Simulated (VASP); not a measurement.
Runs of VASP 6.6.1 on Bi2H3. The structure is that of space group Pm-3m (No. 221), or close to it. The cells are those of the table. 

| task | cell | k mesh | cutoff (eV) | gap on the mesh (eV) | pressure (GPa) | relaxed volume (Å³/atom) |
| --- | --- | --- | --- | --- | --- | --- |
| single point | a = 4.636 Å, 5 atoms | 4 × 4 × 4 | 520 | none | -6.9 | - |
| single point | a = 4.299 Å, 5 atoms | 10 × 10 × 10 | 520 | none | -0.1 | - |
| relaxation of cell and atoms | relaxed from a = 4.636 Å, 5 atoms | 4 × 4 × 4 | 600 | none | 0.1 | (b) |
| relaxation of cell and atoms | relaxed from a = 4.317 Å, 5 atoms | 10 × 10 × 10 | 600 | none | 0.0 | (a) |
| single point | a = 4.317 Å, 5 atoms | 4 × 4 × 4 | 520 | none | -0.3 | - |

Alike in all rows: level PBE; potentials or basis VASP PAW PBE potentials, release 64 (Bi_d, H); no spin polarisation; smearing gaussian 0.1 eV.

Task: Estimate the missing entries.

Result: (a) 15.89; (b) 15.98.

Caveats: some runs use coarse meshes; spin-orbit coupling is left out, which moves the levels of the heavy elements; the volume moved by over 15 % at a fixed basis, so the end points are rough (some runs).

A k mesh can miss the band edges, and the runs leave out spin-orbit coupling on Bi.

A gap of «none» marks levels without a gap at the run's occupations.
